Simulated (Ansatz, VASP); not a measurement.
**As in VASP and in Ansatz**

```xyz
2
Lattice="0.0000 3.0531 3.0531 3.0531 0.0000 3.0531 3.0531 3.0531 0.0000" Properties=species:S:1:pos:R:3 pbc="T T T"
As   -0.7633   -0.7633   -0.7633
As    0.7633    0.7633    0.7633
```

Alike in both runs: functional PBE; k mesh 12 × 12 × 12; occupations fermi-dirac, width 0.05 eV; non-collinear spin, spin-orbit coupling.

Ansatz relaxed the structure, and its values are those at the end. VASP's run is a single point on that final structure, the one shown.

|  | VASP | Ansatz |
| --- | --- | --- |
| version | VASP 6.6.1 | Ansatz 0.2.0 |
| potentials or method | VASP PAW PBE potentials, release 64 (As) | PAW with Ansatz's default frozen-core files, fully relativistic files with spin-orbit coupling |
| plane-wave cutoff (eV) | 520 | 420 |
| valence electrons in the cell | 10 | 30 |

Ansatz gave:

```
pressure (GPa) : 0.0
```

Question: What did VASP give for the same quantities?

Answer: Pressure (GPa): 0.2.

With one functional, cell and mesh, what is left measures potentials, basis and numerics. VASP's potentials hold 10 valence electrons a cell and Ansatz's 30, so a difference there can come from the potentials and not from the codes.
